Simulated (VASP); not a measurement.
# MoS2 in VASP: further runs, part 2 of 2

VASP 6.6.1. Earlier steps stand in the parts before.

### Step 3. Relaxation of cell and atoms, PBE+D3(BJ)

INCAR reads:

```
SYSTEM = MoS2
  PREC = Accurate
  ENCUT = 600
  EDIFF = 1E-7
  ISMEAR = -1
  SIGMA = 0.05
  LREAL = .FALSE.
  LASPH = .TRUE.
  NELM = 100
  ALGO = Normal
  ISIF = 3
  LWAVE = .FALSE.
  LCHARG = .FALSE.
  GGA = PE
  IVDW = 12
  IBRION = 2
  NSW = 60
  EDIFFG = -0.01
```

KPOINTS reads:

```
regular mesh
0
G
  10 10 2
  0 0 0
```

POSCAR reads:

```
MoS2
1.0
    3.1841260822      0.0000000000      0.0000000000
   -1.5920630411      2.7575340760      0.0000000000
    0.0000000000      0.0000000000     17.3345999500
Mo S
1 2
Direct
    0.0000000000      0.0000000000      0.0000000000
    0.3333333333      0.6666666667      0.9105070200
    0.3333333333      0.6666666667      0.0894929800
```

Potentials or basis: VASP PAW PBE potentials, release 64 (Mo_sv, S).

On the command line:

```sh
> cat potpaw_PBE.64/Mo_sv/POTCAR potpaw_PBE.64/S/POTCAR > POTCAR
> mpirun -np 1 vasp_std > vasp.out
```

OUTCAR:

```text
SYSTEM = MoS2
   PREC = Accurate
   ENCUT = 600
   EDIFF = 1E-7
   ISMEAR = -1
   LREAL = .FALSE.
   LASPH = .TRUE.
   NELM = 100
   ISIF = 3
   GGA = PE
   IVDW = 12
   IBRION = 2
   NSW = 60
   EDIFFG = -0.01
 IVDW          = 12

 ion  position               nearest neighbor table
   1  0.000  0.000  0.000-   2 2.41   3 2.41   2 2.41   3 2.41   2 2.41   3 2.41
   2  0.333  0.667  0.911-   1 2.41   1 2.41   1 2.41
   3  0.333  0.667  0.089-   1 2.41   1 2.41   1 2.41

  LATTYP: Found a hexagonal cell.
 ALAT       =     3.1841260822
 C/A-ratio  =     5.4440683260

  Lattice vectors:

 A1 = (   3.1841260822,   0.0000000000,   0.0000000000)
 A2 = (  -1.5920630411,   2.7575340760,   0.0000000000)
 A3 = (   0.0000000000,   0.0000000000,  17.3345999500)

Analysis of symmetry for initial positions (statically):
=====================================================================
 Subroutine PRICEL returns:
 Original cell was already a primitive cell.

 Routine SETGRP: Setting up the symmetry group for a
 hexagonal supercell.

 Subroutine GETGRP returns: Found 12 space group operations
 (whereof 12 operations were pure point group operations)
 out of a pool of 24 trial point group operations.

The static configuration has the point symmetry D_3h.

Analysis of symmetry for dynamics (positions and initial velocities):
=====================================================================
 Subroutine PRICEL returns:
 Original cell was already a primitive cell.

 Routine SETGRP: Setting up the symmetry group for a
 hexagonal supercell.

 Subroutine GETGRP returns: Found 12 space group operations
 (whereof 12 operations were pure point group operations)
 out of a pool of 24 trial point group operations.

The dynamic configuration has the point symmetry D_3h.

 Subroutine INISYM returns: Found 12 space group operations
 (whereof 12 operations are pure point group operations),
 and found     1 'primitive' translations

----------------------------------------------------------------------------------------

[... 98 lines left out ...]
   IBRION =      2    ionic relax: 0-MD 1-quasi-New 2-CG
   NFREE  =      1    steps in history (QN), initial steepest desc. (CG)
   ISIF   =      3    stress and relaxation
   ISYM   =      2    0-nonsym 1-usesym 2-fastsym
   POTIM  = 0.5000    time-step for ionic-motion
   TEBEG  =    0.0;   TEEND  =   0.0 temperature during run
   PSTRESS=    0.0 pullay stress
   NELECT =      26.0000    total number of electrons
   NUPDOWN=      -1.0000    fix difference up-down
   EMIN   =  10.00;   EMAX   =-10.00  energy-range for DOS
   EFERMI =   0.00;   METHOD = LEGACY
   ISMEAR =    -1;   SIGMA  =   0.05  broadening in eV -4-tet -1-fermi 0-gaus
   EFERMI_NEDOS =   21; number of points for ismear=-14 and -15
   IALGO  =     38    algorithm
   IMIX   =      4    mixing-type and parameters
     AMIX     =   0.40;   BMIX     =  1.00
     AMIX_MAG =   1.60;   BMIX_MAG =  1.00
  volume/ion in A,a.u.               =      50.73       342.37
  Fermi-wavevector in a.u.,A,eV,Ry     =   0.908359  1.716550 11.226391  0.825116
  Thomas-Fermi vector in A             =   2.032276
   LORBIT       =      0    0 simple, 1 ext, 2 COOP (PROOUT), +10 PAW based schemes
   GGA     = PE    functional components
   LHFCALC =     F    Hartree Fock is set to
   AEXX    =    0.0000 exact exchange contribution
   IVDW    =    12    specifies the selected vdW correction
   LEPSILON=     F    determine dielectric tensor
   LRPA    =     F    only Hartree local field effects (RPA)
 conjugate gradient relaxation of ions
 non-spin polarized calculation
  energy-cutoff  :      600.00
  volume of cell :      152.20
 maximum number of plane-waves:      5116
 NGX is ok and might be reduce to    28
   NGX = 13   NGY = 13   NGZ = 69

--------------------------------------- Ionic step        1  -------------------------------------------

 number of electron      26.0000001 magnetization

 Free energy of the ion-electron system (eV)
  ---------------------------------------------------
  ext. energy  EPLUGINS =         0.00000000
  ---------------------------------------------------
  free energy    TOTEN  =       -21.85138880 eV

  energy without entropy =      -21.85138879  energy(sigma->0) =      -21.85138879

------------------------ aborting loop because EDIFF is reached ----------------------------------------

 Edisp (eV)   -0.94408

 E8    (eV) :    -0.4079
[... 155 lines left out ...]
--------------------------------------- Ionic step        5  -------------------------------------------

 number of electron      26.0000003 magnetization

 Free energy of the ion-electron system (eV)
  ---------------------------------------------------
  ext. energy  EPLUGINS =         0.00000000
  ---------------------------------------------------
  free energy    TOTEN  =       -21.84438953 eV

  energy without entropy =      -21.84438953  energy(sigma->0) =      -21.84438953

 E-fermi :  -0.4523     XC(G=0):  -4.4073

 val. band max:       -1.4439807290   @ k =   0.0000   0.0000   0.5000
 cond. band min:       0.5584409934   @ k =   0.3000   0.3000   0.0000
 fundamental gap:      2.0024217223
 Fermi energy:        -0.4522514911

 k-point     1 :       0.0000    0.0000    0.0000
  band No.  band energies     occupation
      1     -62.1895      2.00000
      2     -36.3505      2.00000
      3     -36.1119      2.00000
      4     -36.1119      2.00000
      5     -15.5217      2.00000
      6     -14.2165      2.00000
[... 457 lines left out ...]
      4     -36.2279      2.00000
      5     -13.5713      2.00000
      6     -13.4170      2.00000
[... 9 lines left out ...]
     16       2.4621      0.00000
     17       2.9040      0.00000

 [... further k-points ...]

------------------------ aborting loop because EDIFF is reached ----------------------------------------

 Edisp (eV)   -0.96014

 E8    (eV) :    -0.4148
[... 26 lines left out ...]
  FREE ENERGIE OF THE ION-ELECTRON SYSTEM (eV)
  ---------------------------------------------------
  free  energy   TOTEN  =       -22.8045339192 eV

  energy  without entropy=      -22.8045339185  energy(sigma->0) =      -22.80453392

 reached required accuracy - stopping structural energy minimisation
```

OSZICAR:

```text
N       E                     dE             d eps       ncg     rms          rms(c)
DAV:   1     0.186390773890E+03    0.18639E+03   -0.13237E+04  1192   0.141E+03
DAV:   2    -0.110314776747E+02   -0.19742E+03   -0.19514E+03  1267   0.306E+02
DAV:   3    -0.231771525672E+02   -0.12146E+02   -0.12090E+02  1289   0.682E+01
[... 86 lines left out ...]
DAV:   9    -0.218443757751E+02   -0.15818E-04   -0.33021E-06  1213   0.738E-03    0.283E-03
DAV:  10    -0.218443865889E+02   -0.10814E-04   -0.25216E-06  1122   0.475E-03    0.131E-03
DAV:  11    -0.218443886614E+02   -0.20725E-05   -0.45509E-07  1044   0.223E-03    0.117E-03
DAV:  12    -0.218443894739E+02   -0.81252E-06   -0.24975E-07   928   0.152E-03    0.444E-04
DAV:  13    -0.218443895326E+02   -0.58637E-07   -0.52916E-08   843   0.835E-04
   5 F= -.22804534E+02 E0= -.22804534E+02  d E =-.666596E-03
```

CONTCAR:

```text
MoS2
   1.00000000000000
     3.1533217537230929    0.0000000000000000   -0.0000000000000000
    -1.5766608768615464    2.7308567449935763    0.0000000000000000
     0.0000000000000000    0.0000000000000000   17.4358842781847585
  Mo              S
     1     2
Direct
     0.0000000000000000    0.0000000000000000    1.0000000000000000
     0.3333333332999970    0.6666666667000030    0.9101476062513009
     0.3333333332999970    0.6666666667000030    0.0898523937486991

  0.00000000E+00  0.00000000E+00  0.00000000E+00
  0.00000000E+00  0.00000000E+00  0.00000000E+00
  0.00000000E+00  0.00000000E+00  0.00000000E+00
```

It took 5.6 min on 1 thread of Intel Xeon 6975P-C (Granite Rapids), shared host; peak memory 0.4 GiB.

Results:

```
Free energy                           : -22.8045 eV
Relaxed cell                          : a = 3.153 Å, b = 3.153 Å, c = 17.436 Å, α = 90.00°, β = 90.00°, γ = 120.00°
Space group after relaxing (to 0.1 Å) : P-6m2 (No. 187)
Energy gained by relaxing             : 3.0 meV/atom
Ionic steps                           : 5
Largest force after relaxing          : 0.006 eV/Å
Band gap on the k mesh                : 2.00 eV (least direct gap 2.03 eV)
Dispersion energy per atom            : -0.320 eV
```

Forces on the atoms (eV/Å):
```
Mo   0.000  0.000  0.000
S    0.000  0.000 -0.006
S    0.000  0.000  0.006
```

Step by step:
```tsv
step	energy change (eV)	largest force (eV/Å)	pressure (GPa)	volume (Å³)
1	0.0000	0.1026	-0.44	152.20
2	-0.0076	0.1259	0.41	149.11
3	-0.0084	0.1195	0.20	149.84
4	-0.0074	0.1699	-0.32	150.64
5	-0.0091	0.0062	0.00	150.15
```

Final structure:
```
Mo S
1.0
     3.15332    0.00000    0.00000
    -1.57666    2.73086    0.00000
     0.00000    0.00000   17.43588
Mo S
1 2
Direct
  0.00000 0.00000 0.00000
  0.33333 0.66667 0.91015
  0.33333 0.66667 0.08985
```

### Step 4. Relaxation of cell and atoms, PBE+D4

INCAR reads:

```
PREC = Accurate ; ENCUT = 600
EDIFF = 1E-6 ; ISMEAR = -1
SIGMA = 0.05 ; LREAL = False
LASPH = True ; NELM = 100
ALGO = Normal ; ISIF = 3
LWAVE = False ; LCHARG = False
GGA = PE ; IVDW = 13
IBRION = 2 ; NSW = 60
EDIFFG = -0.01
```

KPOINTS reads:

```
Automatic mesh
0
Gamma
  10 10 2
```

POSCAR is that of step 3.

On the command line:

```sh
> cat potpaw_PBE.64/Mo_sv/POTCAR potpaw_PBE.64/S/POTCAR > POTCAR
> mpirun -np 1 vasp_std > vasp.out
```

Run time: 5.3 min. Hardware: 1 thread of Intel Xeon 6975P-C (Granite Rapids), shared host; peak memory 0.38 GiB.

The run converged. Its results:

| Quantity | Value |
| --- | --- |
| Free energy | -22.8578 eV |
| Relaxed cell | a = 3.154 Å, b = 3.154 Å, c = 17.427 Å, α = 90.00°, β = 90.00°, γ = 120.00° |
| Space group after relaxing (to 0.1 Å) | P-6m2 (No. 187) |
| Energy gained by relaxing | 2.8 meV/atom |
| Ionic steps | 5 |
| Band gap on the k mesh | 1.99 eV (least direct gap 2.03 eV) |
| Dispersion energy per atom | -0.338 eV |

Forces on the atoms (eV/Å):
```
Mo   0.000  0.000  0.000
S    0.000  0.000  0.003
S    0.000  0.000 -0.003
```

Step by step:
| step | energy change (eV) | largest force (eV/Å) | pressure (GPa) | volume (Å³) |
| --- | --- | --- | --- | --- |
| 1 | 0.0000 | 0.0630 | -0.49 | 152.20 |
| 2 | -0.0059 | 0.1755 | 0.56 | 148.79 |
| 3 | -0.0075 | 0.1388 | 0.22 | 149.85 |
| 4 | -0.0068 | 0.1742 | -0.27 | 150.45 |
| 5 | -0.0085 | 0.0026 | 0.00 | 150.12 |

Final structure:
```xyz
3
Lattice="3.1539 0.0000 0.0000 -1.5769 2.7313 0.0000 0.0000 0.0000 17.4268" Properties=species:S:1:pos:R:3 pbc="T T T"
Mo    0.0000    0.0000    0.0000
S     0.0000    1.8209   15.8620
S     0.0000    1.8209    1.5648
```

Levels at points of the mesh, in eV from the valence-band top:
```
           k point  band 10  band 11  band 12  band 13  band 14  band 15  band 16  band 17
(0.00, 0.00, 0.00)    -1.77    -1.38    -1.38     0.00     2.92     2.92     3.16     3.16
(0.50, 0.00, 0.00)    -3.09    -1.86    -0.83    -0.57     2.43     2.93     4.01     4.47
(0.00, 0.00, 0.50)    -1.77    -1.38    -1.38     0.00     2.92     2.92     3.16     3.16
(0.50, 0.00, 0.50)    -3.09    -1.86    -0.83    -0.57     2.43     2.93     4.01     4.47
```

### Step 5. Single point, PBEsol

INCAR reads:

```
PREC = Accurate ; ENCUT = 520
EDIFF = 1E-6 ; ISMEAR = -1
SIGMA = 0.05 ; LREAL = F
LASPH = T ; NELM = 80
ALGO = Normal ; ISIF = 2
LWAVE = F ; LCHARG = F
GGA = PS ; NBANDS = 20
```

KPOINTS reads:

```
regular mesh
0
Gamma
  8 8 2
```

POSCAR is that of step 4.

Potentials or basis: VASP PAW PBE potentials, release 64 (Mo_sv, S).

On the command line:

```sh
> cat potpaw_PBE.64/Mo_sv/POTCAR potpaw_PBE.64/S/POTCAR > POTCAR
> mpirun -np 1 vasp_std > vasp.out
```

OUTCAR:

```text
PREC = Accurate
   ENCUT = 520
   EDIFF = 1E-6
   ISMEAR = -1
   LREAL = F
   LASPH = T
   NELM = 80
   ISIF = 2
   GGA = PS

 ion  position               nearest neighbor table
   1  0.000  0.000  0.000-   2 2.41   3 2.41   2 2.41   3 2.41   2 2.41   3 2.41
   2  0.333  0.667  0.911-   1 2.41   1 2.41   1 2.41
   3  0.333  0.667  0.089-   1 2.41   1 2.41   1 2.41

  LATTYP: Found a hexagonal cell.
 ALAT       =     3.1841260822
 C/A-ratio  =     5.4440683260

[... 645 lines left out ...]

  FORCE on cell =-STRESS in cart. coord.  units (eV):
  Direction    XX          YY          ZZ          XY          YZ          ZX
  --------------------------------------------------------------------------------------
  -------------------------------------------------------------------------------------
  Total       -1.4139673     -1.4139673     -0.4748957      0.0000000     -0.0000000      0.0000000
  in kB      -14.8841826    -14.8841826     -4.9990083      0.0000000     -0.0000000      0.0000000
  external PRESSURE =     -11.5891245 kB  Pullay stress =       0.0000000 kB

 VOLUME and BASIS-vectors are now :
 -----------------------------------------------------------------------------
  energy-cutoff  :      520.00
  volume of cell :      152.20
      direct lattice vectors                 reciprocal lattice vectors
     3.184126082  0.000000000  0.000000000     0.314057915  0.181321422  0.000000000
    -1.592063041  2.757534076  0.000000000     0.000000000  0.362642844  0.000000000
     0.000000000  0.000000000 17.334599950     0.000000000  0.000000000  0.057688092

 POSITION                                       TOTAL-FORCE (eV/Angst)
 -----------------------------------------------------------------------------------
      0.00000      0.00000      0.00000         0.000000      0.000000      0.000000
     -0.00000      1.83836     15.78327         0.000000     -0.000000      0.145374
     -0.00000      1.83836      1.55133        -0.000000     -0.000000     -0.145374
 -----------------------------------------------------------------------------------
    total drift:                                0.000000     -0.000000     -0.000000

  FREE ENERGIE OF THE ION-ELECTRON SYSTEM (eV)
  ---------------------------------------------------
  free  energy   TOTEN  =       -23.4068575209 eV

  energy  without entropy=      -23.4068575177  energy(sigma->0) =      -23.40685752
```

stdout:

```text
POSCAR found type information on POSCAR MoS
 POSCAR found :  2 types and       3 ions
 scaLAPACK will be used
 -----------------------------------------------------------------------------
|                                                                             |
|                                                                             |
|     You enforced a specific xc type in the INCAR file but a different       |
|     I HOPE YOU KNOW WHAT YOU ARE DOING!                                     |
|                                                                             |
 -----------------------------------------------------------------------------

 LDA part: xc-table for (Slater+PW92), standard interpolation
 POSCAR, INCAR and KPOINTS ok, starting setup
 FFT: planning ... GRIDC
 FFT: planning ... GRID_SOFT
 FFT: planning ... GRID
 WAVECAR not read
 entering main loop
```

Run time: 2.1 min. Hardware: 1 thread of Intel Xeon 8259CL, shared host; peak memory 0.28 GiB.

What came out:

- Free energy: -23.4069 eV
- Largest force: 0.145 eV/Å
- Band gap on the k mesh: 1.78 eV (least direct gap 1.99 eV)

Forces on the atoms (eV/Å):
```
Mo   0.000  0.000  0.000
S    0.000  0.000  0.145
S    0.000  0.000 -0.145
```

Caveat: the PAW data sets were made with another functional, which shifts forces and pressure a little.

### Step 6. Summary

```csv
task,level,cell,k mesh,cutoff (eV),gap on the mesh (eV),relaxed volume (Å³/atom),largest force (eV/Å)
relaxation of cell and atoms,PBE,relaxed,10 × 10 × 2,600,1.81,50.93,-
relaxation of cell and atoms,PBE+D3(BJ),relaxed,10 × 10 × 2,600,2.00,50.05,0.01
relaxation of cell and atoms,PBE+D4,relaxed,10 × 10 × 2,600,1.99,50.04,-
single point,PBEsol,as given,8 × 8 × 2,520,1.78,-,0.15
```

Alike in all rows: potentials or basis VASP PAW PBE potentials, release 64 (Mo_sv, S); no spin polarisation; smearing fermi-dirac 0.05 eV.

Caveats: the PAW data sets were made with another functional, which shifts forces and pressure a little (at least some runs).

Total energies depend on the potentials used, so only differences within one code and one set of settings carry meaning.
